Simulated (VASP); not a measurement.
# ZnPt3S4 (Pm-3m) in VASP: notebook

Runs on ZnPt3S4. Level: PBEsol. Tasks: single point, relaxation of cell and atoms.

Program: VASP 6.6.1. These are calculated values, not measurements. Logs are shortened: lines on timing, memory, paths and dates and some standing lists are left out, and cuts for length are marked.

## (1) The cell of the first run

The structure is cubic, space group Pm-3m (No. 221). Conventional cell: a = 4.987 Å, b = 4.987 Å, c = 4.987 Å, α = 90.00°, β = 90.00°, γ = 90.00°. Within 3.3 Å of Zn (site symmetry m-3m) lie 6 S at 2.49 Å. Within 3.3 Å of Pt (site symmetry 4/mmm) lie 6 S at 2.49 Å. Within 3.3 Å of S (site symmetry 4/mmm) lie 2 Zn at 2.49 Å and 4 Pt at 2.49 Å. Within 3.3 Å of S (site symmetry m-3m) lie 6 Pt at 2.49 Å.

## (2) Single point, PBEsol

The input, INCAR:

```
SYSTEM = ZnPt3S4
PREC = Accurate ; ENCUT = 520
EDIFF = 1E-6 ; ISMEAR = -1
SIGMA = 0.03 ; LREAL = .False.
LASPH = .True. ; NELM = 100
ALGO = Normal ; ISIF = 2
LWAVE = .False. ; LCHARG = .True.
GGA = PS ; LELF = .True.
LVHAR = .True. ; NBANDS = 43
```

The input, KPOINTS:

```
Automatic mesh
0
Gamma
  4 4 4
  0 0 0
```

The input, POSCAR:

```
ZnPt3S4
1.0
    4.9867963552      0.0000000000      0.0000000000
    0.0000000000      4.9867963552      0.0000000000
    0.0000000000      0.0000000000      4.9867963552
Zn Pt S
1 3 4
Direct
    0.5000000000      0.5000000000      0.5000000000
    0.5000000000      0.0000000000      0.0000000000
    0.0000000000      0.5000000000      0.0000000000
    0.0000000000      0.0000000000      0.5000000000
    0.0000000000      0.5000000000      0.5000000000
    0.5000000000      0.0000000000      0.5000000000
    0.5000000000      0.5000000000      0.0000000000
    0.0000000000      0.0000000000      0.0000000000
```

Potentials or basis: VASP PAW PBE potentials, release 64 (Zn, Pt, S).

On the command line:

```console
cat potpaw_PBE.64/Zn/POTCAR potpaw_PBE.64/Pt/POTCAR potpaw_PBE.64/S/POTCAR > POTCAR
mpirun -np 1 vasp_std > vasp.out
```

OUTCAR:

```text
SYSTEM = ZnPt3S4
   PREC = Accurate
   ENCUT = 520
   EDIFF = 1E-6
   ISMEAR = -1
   LREAL = .False.
   LASPH = .True.
   NELM = 100
   ISIF = 2
   GGA = PS

 ion  position               nearest neighbor table
   1  0.500  0.500  0.500-   5 2.49   6 2.49   7 2.49   7 2.49   6 2.49   5 2.49
   2  0.500  0.000  0.000-   6 2.49   7 2.49   8 2.49   6 2.49   7 2.49   8 2.49
   3  0.000  0.500  0.000-   5 2.49   7 2.49   8 2.49   5 2.49   8 2.49   7 2.49
   4  0.000  0.000  0.500-   5 2.49   6 2.49   8 2.49   8 2.49   5 2.49   6 2.49
   5  0.000  0.500  0.500-   1 2.49   3 2.49   4 2.49   3 2.49   4 2.49   1 2.49
   6  0.500  0.000  0.500-   1 2.49   2 2.49   4 2.49   2 2.49   1 2.49   4 2.49
   7  0.500  0.500  0.000-   1 2.49   2 2.49   3 2.49   1 2.49   2 2.49   3 2.49
   8  0.000  0.000  0.000-   2 2.49   3 2.49   4 2.49   4 2.49   3 2.49   2 2.49

  LATTYP: Found a simple cubic cell.
 ALAT       =     4.9867963552

  Lattice vectors:

 A1 = (   4.9867963552,   0.0000000000,   0.0000000000)
 A2 = (   0.0000000000,   4.9867963552,   0.0000000000)
 A3 = (   0.0000000000,   0.0000000000,   4.9867963552)

Analysis of symmetry for initial positions (statically):
=====================================================================
 Subroutine PRICEL returns:
 Original cell was already a primitive cell.

 Routine SETGRP: Setting up the symmetry group for a
 simple cubic supercell.

 Subroutine GETGRP returns: Found 48 space group operations
 (whereof 48 operations were pure point group operations)
 out of a pool of 48 trial point group operations.

The static configuration has the point symmetry O_h .

Analysis of symmetry for dynamics (positions and initial velocities):
=====================================================================
 Subroutine PRICEL returns:
 Original cell was already a primitive cell.

 Routine SETGRP: Setting up the symmetry group for a
 simple cubic supercell.

 Subroutine GETGRP returns: Found 48 space group operations
 (whereof 48 operations were pure point group operations)
 out of a pool of 48 trial point group operations.

The dynamic configuration has the point symmetry O_h .

 Subroutine INISYM returns: Found 48 space group operations
 (whereof 48 operations are pure point group operations),
 and found     1 'primitive' translations

----------------------------------------------------------------------------------------

                                     Primitive cell

  volume of cell :     124.0123

[... 91 lines left out ...]
   ISIF   =      2    stress and relaxation
   ISYM   =      2    0-nonsym 1-usesym 2-fastsym
   POTIM  = 0.5000    time-step for ionic-motion
   TEBEG  =    0.0;   TEEND  =   0.0 temperature during run
   PSTRESS=    0.0 pullay stress
   NELECT =      66.0000    total number of electrons
   NUPDOWN=      -1.0000    fix difference up-down
   EMIN   =  10.00;   EMAX   =-10.00  energy-range for DOS
   EFERMI =   0.00;   METHOD = LEGACY
   ISMEAR =    -1;   SIGMA  =   0.03  broadening in eV -4-tet -1-fermi 0-gaus
   EFERMI_NEDOS =   21; number of points for ismear=-14 and -15
   IALGO  =     38    algorithm
   IMIX   =      4    mixing-type and parameters
     AMIX     =   0.40;   BMIX     =  1.00
     AMIX_MAG =   1.60;   BMIX_MAG =  1.00
  volume/ion in A,a.u.               =      15.50       104.61
  Fermi-wavevector in a.u.,A,eV,Ry     =   1.326685  2.507071 23.947523  1.760093
  Thomas-Fermi vector in A             =   2.456053
   LORBIT       =      0    0 simple, 1 ext, 2 COOP (PROOUT), +10 PAW based schemes
   GGA     = PS    functional components
   LHFCALC =     F    Hartree Fock is set to
   AEXX    =    0.0000 exact exchange contribution
   IVDW    =     0    specifies the selected vdW correction
   LEPSILON=     F    determine dielectric tensor
   LRPA    =     F    only Hartree local field effects (RPA)
 non-spin polarized calculation
  energy-cutoff  :      520.00
  volume of cell :      124.01
 maximum number of plane-waves:      3362
 NGX is ok and might be reduce to    40
   NGX = 19   NGY = 19   NGZ = 19

 number of electron      66.0000032 magnetization

 Free energy of the ion-electron system (eV)
  ---------------------------------------------------
  ext. energy  EPLUGINS =         0.00000000
  ---------------------------------------------------
  free energy    TOTEN  =       -41.31836656 eV

  energy without entropy =      -41.30556197  energy(sigma->0) =      -41.31196426

 E-fermi :   8.6923     XC(G=0): -12.0376

 val. band max:        8.6201424548   @ k =   0.2500   0.2500   0.2500
 cond. band min:       8.7087212046   @ k =   0.2500   0.2500   0.2500
 fundamental gap:      0.0885787499
 Fermi energy:         8.6922587610

 k-point     1 :       0.0000    0.0000    0.0000
  band No.  band energies     occupation
      1      -7.2821      2.00000
      2      -5.7229      2.00000
      3      -5.4306      2.00000
      4      -5.4306      2.00000
      5       1.5582      2.00000
      6       1.5582      2.00000
[... 449 lines left out ...]
     42      13.6385      0.00000
     43      13.6385      0.00000

------------------------ aborting loop because EDIFF is reached ----------------------------------------

  FORCE on cell =-STRESS in cart. coord.  units (eV):
  Direction    XX          YY          ZZ          XY          YZ          ZX
  --------------------------------------------------------------------------------------
  -------------------------------------------------------------------------------------
  Total        0.0436480      0.0436480      0.0436480      0.0000000     -0.0000000      0.0000000
  in kB        0.5639105      0.5639105      0.5639105      0.0000000     -0.0000000      0.0000000
  external PRESSURE =       0.5639105 kB  Pullay stress =       0.0000000 kB

 VOLUME and BASIS-vectors are now :
 -----------------------------------------------------------------------------
  energy-cutoff  :      520.00
  volume of cell :      124.01
      direct lattice vectors                 reciprocal lattice vectors
     4.986796355  0.000000000  0.000000000     0.200529544  0.000000000  0.000000000
     0.000000000  4.986796355  0.000000000     0.000000000  0.200529544  0.000000000
     0.000000000  0.000000000  4.986796355     0.000000000  0.000000000  0.200529544

 POSITION                                       TOTAL-FORCE (eV/Angst)
 -----------------------------------------------------------------------------------
      2.49340      2.49340      2.49340         0.000000      0.000000      0.000000
      2.49340      0.00000      0.00000         0.000000      0.000000      0.000000
      0.00000      2.49340      0.00000         0.000000      0.000000      0.000000
      0.00000      0.00000      2.49340         0.000000      0.000000      0.000000
      0.00000      2.49340      2.49340         0.000000      0.000000      0.000000
      2.49340      0.00000      2.49340         0.000000      0.000000      0.000000
      2.49340      2.49340      0.00000         0.000000      0.000000      0.000000
      0.00000      0.00000      0.00000         0.000000      0.000000      0.000000
 -----------------------------------------------------------------------------------
    total drift:                               -0.000000      0.000000     -0.000000

  FREE ENERGIE OF THE ION-ELECTRON SYSTEM (eV)
  ---------------------------------------------------
  free  energy   TOTEN  =       -41.3183665613 eV

  energy  without entropy=      -41.3055619656  energy(sigma->0) =      -41.31196426
```

stdout:

```text
POSCAR found type information on POSCAR ZnPtS
 POSCAR found :  3 types and       8 ions
 scaLAPACK will be used
 -----------------------------------------------------------------------------
|                                                                             |
|                                                                             |
|     You enforced a specific xc type in the INCAR file but a different       |
|     I HOPE YOU KNOW WHAT YOU ARE DOING!                                     |
|                                                                             |
 -----------------------------------------------------------------------------

 LDA part: xc-table for (Slater+PW92), standard interpolation
 POSCAR, INCAR and KPOINTS ok, starting setup
 FFT: planning ... GRIDC
 FFT: planning ... GRID_SOFT
 FFT: planning ... GRID
 WAVECAR not read
 entering main loop
```

Wall time 56 s (1 thread of AMD EPYC 7R43 (Zen 3), shared host); peak memory 0.22 GiB.

Results:

| Item | Value |
| --- | --- |
| Free energy | -41.3184 eV |
| Pressure | 0.1 GPa |
| Band gap on the k mesh | zero (bands 33 and 34 overlap by 4.69 eV) |

Levels at points of the mesh, in eV from the Fermi level:
| k point | band 31 | band 32 | band 33 | band 34 | band 35 | band 36 |
| --- | --- | --- | --- | --- | --- | --- |
| (0.00, 0.00, 0.00) | -2.12 | -2.12 | -2.12 | -2.03 | -2.03 | -1.83 |
| (0.50, 0.00, 0.00) | -1.82 | -1.54 | -1.41 | -1.41 | -1.30 | -0.67 |
| (0.50, 0.50, 0.00) | -1.60 | -1.35 | -1.32 | 2.52 | 2.52 | 2.60 |
| (0.50, 0.50, 0.50) | 2.66 | 2.66 | 2.66 | 2.72 | 2.72 | 2.72 |

Caveat: the PAW data sets were made with another functional, which shifts forces and pressure a little; spin-orbit coupling is left out, which moves the levels of the heavy elements.

## (3) Relaxation of cell and atoms, PBEsol

This run uses another cell than the first one, of 19.87 Å³/atom.

The input, INCAR:

```
ALGO = Normal ; EDIFF = 1E-6
EDIFFG = -0.01 ; ENCUT = 600
GGA = PS ; IBRION = 2
ISIF = 3 ; ISMEAR = -1
LASPH = True ; LCHARG = False
LREAL = False ; LWAVE = False
NELM = 80 ; NSW = 100
PREC = Accurate ; SIGMA = 0.03
```

The input, KPOINTS:

```
k-points
0
Gamma
  4 4 4
```

Edit POSCAR of step 2 so:

```diff
@@ -2,5 +2,5 @@
 1.0
-    4.9867963552      0.0000000000      0.0000000000
-    0.0000000000      4.9867963552      0.0000000000
-    0.0000000000      0.0000000000      4.9867963552
+    5.4174133200      0.0000000000      0.0000000000
+    0.0000000000      5.4174133200      0.0000000000
+    0.0000000000      0.0000000000      5.4174133200
 Zn Pt S
```

Potentials or basis: VASP PAW PBE potentials, release 64 (Zn, Pt, S).

On the command line:

```console
cat potpaw_PBE.64/Zn/POTCAR potpaw_PBE.64/Pt/POTCAR potpaw_PBE.64/S/POTCAR > POTCAR
mpirun -np 1 vasp_std > vasp.out
```

It took 7.1 min on 1 thread of AMD EPYC 7R43 (Zen 3), shared host; peak memory 0.33 GiB.

It converged, with:

| Item | Value |
| --- | --- |
| Free energy | -41.3223 eV |
| Relaxed volume | 15.52 Å³/atom |
| Relaxed cell | a = 4.988 Å, b = 4.988 Å, c = 4.988 Å, α = 90.00°, β = 90.00°, γ = 90.00° |
| Space group after relaxing (to 0.1 Å) | Pm-3m (No. 221) |
| Energy gained by relaxing | 361.8 meV/atom |
| Ionic steps | 4 |
| Pressure after relaxing | 0.0 GPa |
| Band gap on the k mesh | zero (bands 33 and 34 overlap by 4.69 eV) |

Step by step:
| step | energy change (eV) | largest force (eV/Å) | pressure (GPa) | volume (Å³) |
| --- | --- | --- | --- | --- |
| 1 | 0.0000 | 0.0000 | -20.75 | 158.99 |
| 2 | -1.3345 | 0.0000 | 33.39 | 106.81 |
| 3 | -2.8926 | 0.0000 | -0.82 | 124.75 |
| 4 | -2.8941 | 0.0000 | -0.02 | 124.12 |

Final structure:
```
CELL_PARAMETERS angstrom
4.98827 0.00000 0.00000
0.00000 4.98827 0.00000
0.00000 0.00000 4.98827
ATOMIC_POSITIONS crystal
Zn 0.50000 0.50000 0.50000
Pt 0.50000 0.00000 0.00000
Pt 0.00000 0.50000 0.00000
Pt 0.00000 0.00000 0.50000
S 0.00000 0.50000 0.50000
S 0.50000 0.00000 0.50000
S 0.50000 0.50000 0.00000
S 0.00000 0.00000 0.00000
```

Levels at points of the mesh, in eV from the Fermi level:
| k point | band 31 | band 32 | band 33 | band 34 | band 35 | band 36 |
| --- | --- | --- | --- | --- | --- | --- |
| (0.00, 0.00, 0.00) | -2.12 | -2.12 | -2.12 | -2.03 | -2.03 | -1.83 |
| (0.50, 0.00, 0.00) | -1.82 | -1.54 | -1.41 | -1.41 | -1.30 | -0.67 |
| (0.50, 0.50, 0.00) | -1.60 | -1.35 | -1.31 | 2.51 | 2.51 | 2.59 |
| (0.50, 0.50, 0.50) | 2.66 | 2.66 | 2.66 | 2.71 | 2.71 | 2.71 |

Caveat: the volume moved by over 15 % at a fixed basis, so the end points are rough; the PAW data sets were made with another functional, which shifts forces and pressure a little; spin-orbit coupling is left out, which moves the levels of the heavy elements.
